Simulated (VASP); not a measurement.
# WC (Fm-3m) in VASP: single point with PBEsol

Aim: the single point of WC with PBEsol.

Program: VASP 6.6.1. These are calculated values, not measurements. Logs are shortened: lines on timing, memory, paths and dates and some standing lists are left out, and cuts for length are marked.

### Step 1. The cell of the first run

Symmetry: Fm-3m, No. 225, cubic system. The conventional cell has a = 4.385 Å, b = 4.385 Å, c = 4.385 Å, α = 90.00°, β = 90.00°, γ = 90.00°. W (site symmetry m-3m) has 6 C at 2.19 Å within 2.9 Å. Within 2.9 Å of C (site symmetry m-3m) lie 6 W at 2.19 Å.

### Step 2. Single point, PBEsol

Contents of INCAR:

```
SYSTEM = WC
ALGO = Normal ; EDIFF = 1E-6
ENCUT = 600 ; GGA = PS
GGA_COMPAT = .False. ; ISIF = 2
ISMEAR = -1 ; LASPH = .True.
LCHARG = .False. ; LREAL = .False.
LWAVE = .False. ; NBANDS = 86
NELM = 120 ; PREC = Accurate
SIGMA = 0.05
```

Contents of KPOINTS:

```
k-points
0
Gamma
  3 3 3
  0 0 0
```

Contents of POSCAR:

```
WC
1.0
    0.0000000000      4.3853680000      4.3853680000
    4.3853680000      0.0000000000      4.3853680000
    4.3853680000      4.3853680000      0.0000000000
W C
8 8
Direct
    0.0000000000      0.0000000000      0.0000000000
    0.0000000000      0.0000000000      0.5000000000
    0.0000000000      0.5000000000      0.0000000000
    0.0000000000      0.5000000000      0.5000000000
    0.5000000000      0.0000000000      0.0000000000
    0.5000000000      0.0000000000      0.5000000000
    0.5000000000      0.5000000000      0.0000000000
    0.5000000000      0.5000000000      0.5000000000
    0.2500000000      0.2500000000      0.2500000000
    0.2500000000      0.2500000000      0.7500000000
    0.2500000000      0.7500000000      0.2500000000
    0.2500000000      0.7500000000      0.7500000000
    0.7500000000      0.2500000000      0.2500000000
    0.7500000000      0.2500000000      0.7500000000
    0.7500000000      0.7500000000      0.2500000000
    0.7500000000      0.7500000000      0.7500000000
```

Potentials or basis: VASP PAW PBE potentials, release 64 (W_sv, C).

Launch:

```console
$ cat potpaw_PBE.64/W_sv/POTCAR potpaw_PBE.64/C/POTCAR > POTCAR
$ mpirun -np 1 vasp_std > vasp.out
```

OUTCAR:

```text
SYSTEM = WC
   EDIFF = 1E-6
   ENCUT = 600
   GGA = PS
   ISIF = 2
   ISMEAR = -1
   LASPH = .True.
   LREAL = .False.
   NELM = 120
   PREC = Accurate

 ion  position               nearest neighbor table
   1  0.000  0.000  0.000-  10 2.19  11 2.19  12 2.19  13 2.19  14 2.19  15 2.19   2 3.10   3 3.10
                             5 3.10   2 3.10   4 3.10   6 3.10   3 3.10   4 3.10   7 3.10   5 3.10
   2  0.000  0.000  0.500-   9 2.19  11 2.19  12 2.19  13 2.19  14 2.19  16 2.19   1 3.10   4 3.10
                             6 3.10   1 3.10   3 3.10   5 3.10   3 3.10   4 3.10   8 3.10   5 3.10
   3  0.000  0.500  0.000-   9 2.19  10 2.19  12 2.19  13 2.19  15 2.19  16 2.19   1 3.10   4 3.10
                             7 3.10   2 3.10   4 3.10   8 3.10   1 3.10   2 3.10   5 3.10   5 3.10
   4  0.000  0.500  0.500-   9 2.19  10 2.19  11 2.19  14 2.19  15 2.19  16 2.19   2 3.10   3 3.10
                             8 3.10   1 3.10   3 3.10   7 3.10   1 3.10   2 3.10   6 3.10   6 3.10
   5  0.500  0.000  0.000-   9 2.19  10 2.19  11 2.19  14 2.19  15 2.19  16 2.19   1 3.10   6 3.10
                             7 3.10   2 3.10   6 3.10   8 3.10   3 3.10   7 3.10   8 3.10   1 3.10
   6  0.500  0.000  0.500-   9 2.19  10 2.19  12 2.19  13 2.19  15 2.19  16 2.19   2 3.10   5 3.10
                             8 3.10   1 3.10   5 3.10   7 3.10   4 3.10   7 3.10   8 3.10   1 3.10
   7  0.500  0.500  0.000-   9 2.19  11 2.19  12 2.19  13 2.19  14 2.19  16 2.19   3 3.10   5 3.10
                             8 3.10   4 3.10   6 3.10   8 3.10   1 3.10   5 3.10   6 3.10   1 3.10
   8  0.500  0.500  0.500-  10 2.19  11 2.19  12 2.19  13 2.19  14 2.19  15 2.19   4 3.10   6 3.10
                             7 3.10   3 3.10   5 3.10   7 3.10   2 3.10   5 3.10   6 3.10   2 3.10
   9  0.250  0.250  0.250-   2 2.19   3 2.19   4 2.19   5 2.19   6 2.19   7 2.19
  10  0.250  0.250  0.750-   1 2.19   3 2.19   4 2.19   5 2.19   6 2.19   8 2.19
  11  0.250  0.750  0.250-   1 2.19   2 2.19   4 2.19   5 2.19   7 2.19   8 2.19
  12  0.250  0.750  0.750-   1 2.19   2 2.19   3 2.19   6 2.19   7 2.19   8 2.19
  13  0.750  0.250  0.250-   1 2.19   2 2.19   3 2.19   6 2.19   7 2.19   8 2.19
  14  0.750  0.250  0.750-   1 2.19   2 2.19   4 2.19   5 2.19   7 2.19   8 2.19
[... 6 lines left out ...]
  Lattice vectors:

 A1 = (   0.0000000000,   4.3853680000,   4.3853680000)
 A2 = (   4.3853680000,   0.0000000000,   4.3853680000)
 A3 = (   4.3853680000,   4.3853680000,   0.0000000000)

Analysis of symmetry for initial positions (statically):
=====================================================================
 Subroutine PRICEL returns following result:

  LATTYP: Found a face centered cubic cell.
 ALAT       =     4.3853680000

  Lattice vectors:

 A1 = (   0.0000000000,   2.1926840000,   2.1926840000)
 A2 = (   2.1926840000,   0.0000000000,   2.1926840000)
 A3 = (   2.1926840000,   2.1926840000,   0.0000000000)

   8 primitive cells build up your supercell.

 Routine SETGRP: Setting up the symmetry group for a
 face centered cubic supercell.

 Subroutine GETGRP returns: Found 48 space group operations
 (whereof 48 operations were pure point group operations)
 out of a pool of 48 trial point group operations.

The static configuration has the point symmetry O_h .

Analysis of symmetry for dynamics (positions and initial velocities):
=====================================================================
 Subroutine PRICEL returns following result:

  LATTYP: Found a face centered cubic cell.
 ALAT       =     4.3853680000

  Lattice vectors:

 A1 = (   0.0000000000,   2.1926840000,   2.1926840000)
 A2 = (   2.1926840000,   0.0000000000,   2.1926840000)
 A3 = (   2.1926840000,   2.1926840000,   0.0000000000)

   8 primitive cells build up your supercell.

 Routine SETGRP: Setting up the symmetry group for a
 face centered cubic supercell.

 Subroutine GETGRP returns: Found 48 space group operations
 (whereof 48 operations were pure point group operations)
 out of a pool of 48 trial point group operations.

The dynamic configuration has the point symmetry O_h .

 Subroutine INISYM returns: Found 48 space group operations
 (whereof 48 operations are pure point group operations),
 and found     8 'primitive' translations

----------------------------------------------------------------------------------------

                                     Primitive cell

  volume of cell :      21.0842

  direct lattice vectors                    reciprocal lattice vectors
     0.000000000  2.192684000  2.192684000    -0.228031034  0.228031034  0.228031034
     2.192684000  0.000000000  2.192684000     0.228031034 -0.228031034  0.228031034
     2.192684000  2.192684000  0.000000000     0.228031034  0.228031034 -0.228031034

  length of vectors
     3.100923451  3.100923451  3.100923451     0.394961337  0.394961337  0.394961337

  position of ions in fractional coordinates (direct lattice)
     0.000000000  0.000000000  0.000000000
     0.500000000  0.500000000  0.500000000

  ion indices of the primitive-cell ions
   primitive index   ion index
                 1           1
                 2           9

----------------------------------------------------------------------------------------

 KPOINTS: k-points

Automatic generation of k-mesh.
 Grid dimensions read from file:
 generate k-points for:    3    3    3

 Generating k-lattice:

  Cartesian coordinates                     Fractional coordinates (reciprocal lattice)
    -0.038005172  0.038005172  0.038005172     0.333333333  0.000000000  0.000000000
     0.038005172 -0.038005172  0.038005172     0.000000000  0.333333333  0.000000000
     0.038005172  0.038005172 -0.038005172     0.000000000  0.000000000  0.333333333

  Length of vectors
     0.065826889  0.065826889  0.065826889

  Shift w.r.t. Gamma in fractional coordinates (k-lattice)
     0.000000000  0.000000000  0.000000000

 Subroutine IBZKPT returns following result:
 ===========================================

 Found      4 irreducible k-points:

 Following reciprocal coordinates:
            Coordinates               Weight
  0.000000  0.000000  0.000000      1.000000
  0.333333  0.000000  0.000000      8.000000
  0.333333  0.333333  0.000000      6.000000
 -0.333333  0.333333  0.000000     12.000000
   k-points           NKPTS =      4   k-points in BZ     NKDIM =      4   number of bands    NBANDS=     86
   number of dos      NEDOS =    301   number of ions     NIONS =     16
   total plane-waves  NPLWV = 125000
   dimension x,y,z NGX =    50 NGY =   50 NGZ =   50
   dimension x,y,z NGXF=   100 NGYF=  100 NGZF=  100
   ions per type =               8   8
   NGX,Y,Z   is equivalent  to a cutoff of  13.40, 13.40, 13.40 a.u.
   NGXF,Y,Z  is equivalent  to a cutoff of  26.81, 26.81, 26.81 a.u.
 SYSTEM =  WC
   PREC   = accura    normal or accurate (medium, high low for compatibility)
   ISTART =      0    job   : 0-new  1-cont  2-samecut
   ICHARG =      2    charge: 1-file 2-atom 10-const
   ISPIN  =      1    spin polarized calculation?
   LNONCOLLINEAR =      F non collinear calculations
   LSORBIT =      F    spin-orbit coupling
   LASPH  =      T    aspherical Exc in radial PAW
   ENCUT  =  600.0 eV  44.10 Ry    6.64 a.u.  12.39 12.39 12.39*2*pi/ulx,y,z
   NELM   =    120;   NELMIN=  2; NELMDL= -5     # of ELM steps
   EDIFF  = 0.1E-05   stopping-criterion for ELM
   LREAL  =      F    real-space projection
   EDIFFG = 0.1E-04   stopping-criterion for IOM
   NSW    =      0    number of steps for IOM
   IBRION =     -1    ionic relax: 0-MD 1-quasi-New 2-CG
   NFREE  =      0    steps in history (QN), initial steepest desc. (CG)
   ISIF   =      2    stress and relaxation
   ISYM   =      2    0-nonsym 1-usesym 2-fastsym
   POTIM  = 0.5000    time-step for ionic-motion
   TEBEG  =    0.0;   TEEND  =   0.0 temperature during run
   PSTRESS=    0.0 pullay stress
   NELECT =     144.0000    total number of electrons
   NUPDOWN=      -1.0000    fix difference up-down
   EMIN   =  10.00;   EMAX   =-10.00  energy-range for DOS
   EFERMI =   0.00;   METHOD = LEGACY
   ISMEAR =    -1;   SIGMA  =   0.05  broadening in eV -4-tet -1-fermi 0-gaus
   EFERMI_NEDOS =   21; number of points for ismear=-14 and -15
   IALGO  =     38    algorithm
   IMIX   =      4    mixing-type and parameters
     AMIX     =   0.40;   BMIX     =  1.00
     AMIX_MAG =   1.60;   BMIX_MAG =  1.00
  volume/ion in A,a.u.               =      10.54        71.14
  Fermi-wavevector in a.u.,A,eV,Ry     =   1.553029  2.934800 32.815887  2.411900
  Thomas-Fermi vector in A             =   2.657319
   LORBIT       =      0    0 simple, 1 ext, 2 COOP (PROOUT), +10 PAW based schemes
   GGA     = PS    functional components
   LHFCALC =     F    Hartree Fock is set to
   AEXX    =    0.0000 exact exchange contribution
   IVDW    =     0    specifies the selected vdW correction
   LEPSILON=     F    determine dielectric tensor
   LRPA    =     F    only Hartree local field effects (RPA)
 non-spin polarized calculation
  energy-cutoff  :      600.00
  volume of cell :      168.67
 maximum number of plane-waves:      5634
 NGX is ok and might be reduce to    50
   NGX = 25   NGY = 25   NGZ = 25

 number of electron     144.0000009 magnetization

 Free energy of the ion-electron system (eV)
  ---------------------------------------------------
  ext. energy  EPLUGINS =         0.00000000
  ---------------------------------------------------
  free energy    TOTEN  =      -183.45771442 eV

  energy without entropy =     -183.38307035  energy(sigma->0) =     -183.42039239

 E-fermi :  12.2283     XC(G=0): -13.8418

 val. band max:       12.1606030398   @ k =   0.3333   0.3333   0.0000
 cond. band min:      12.4333994025   @ k =  -0.3333   0.3333   0.0000
 fundamental gap:      0.2727963627
 Fermi energy:        12.2283224388

 k-point     1 :       0.0000    0.0000    0.0000
  band No.  band energies     occupation
      1     -63.1093      2.00000
      2     -63.0722      2.00000
      3     -63.0722      2.00000
      4     -63.0722      2.00000
      5     -63.0722      2.00000
      6     -63.0597      2.00000
[... 337 lines left out ...]
     83      13.8504      0.00000
     84      14.5109      0.00000
 [bands above 84 left out]

------------------------ aborting loop because EDIFF is reached ----------------------------------------

  FORCE on cell =-STRESS in cart. coord.  units (eV):
  Direction    XX          YY          ZZ          XY          YZ          ZX
  --------------------------------------------------------------------------------------
  -------------------------------------------------------------------------------------
  Total       -8.9087972     -8.9087972     -8.9087972      0.0000000      0.0000000     -0.0000000
  in kB      -84.6216583    -84.6216583    -84.6216583      0.0000000      0.0000000     -0.0000000
  external PRESSURE =     -84.6216583 kB  Pullay stress =       0.0000000 kB

 VOLUME and BASIS-vectors are now :
 -----------------------------------------------------------------------------
  energy-cutoff  :      600.00
  volume of cell :      168.67
      direct lattice vectors                 reciprocal lattice vectors
     0.000000000  4.385368000  4.385368000    -0.114015517  0.114015517  0.114015517
     4.385368000  0.000000000  4.385368000     0.114015517 -0.114015517  0.114015517
     4.385368000  4.385368000  0.000000000     0.114015517  0.114015517 -0.114015517

 POSITION                                       TOTAL-FORCE (eV/Angst)
 -----------------------------------------------------------------------------------
      0.00000      0.00000      0.00000        -0.000000      0.000000      0.000000
      2.19268      2.19268      0.00000         0.000000     -0.000000     -0.000000
      2.19268      0.00000      2.19268         0.000000      0.000000      0.000000
      4.38537      2.19268      2.19268         0.000000     -0.000000      0.000000
      0.00000      2.19268      2.19268        -0.000000      0.000000     -0.000000
      2.19268      4.38537      2.19268         0.000000     -0.000000     -0.000000
[... 8 lines left out ...]
      4.38537      4.38537      6.57805         0.000000      0.000000      0.000000
      6.57805      6.57805      6.57805         0.000000      0.000000      0.000000
 -----------------------------------------------------------------------------------
    total drift:                                0.000000     -0.000000      0.000000

  FREE ENERGIE OF THE ION-ELECTRON SYSTEM (eV)
  ---------------------------------------------------
  free  energy   TOTEN  =      -183.4577144183 eV

  energy  without entropy=     -183.3830703526  energy(sigma->0) =     -183.42039239
```

Wall time 2.1 min (1 thread of AMD EPYC 7R43 (Zen 3), shared host); peak memory 0.32 GiB.

What came out:

* Free energy: -183.4577 eV
* Pressure: -8.5 GPa
* Band gap on the k mesh: zero (bands 72 and 73 overlap by 0.57 eV)

Caveat: the k points lie up to 0.41 Å⁻¹ apart, too coarse for converged energies and pressures of a metal; the PAW data sets were made with another functional, which shifts forces and pressure a little; spin-orbit coupling is left out, which moves the levels of the heavy elements.
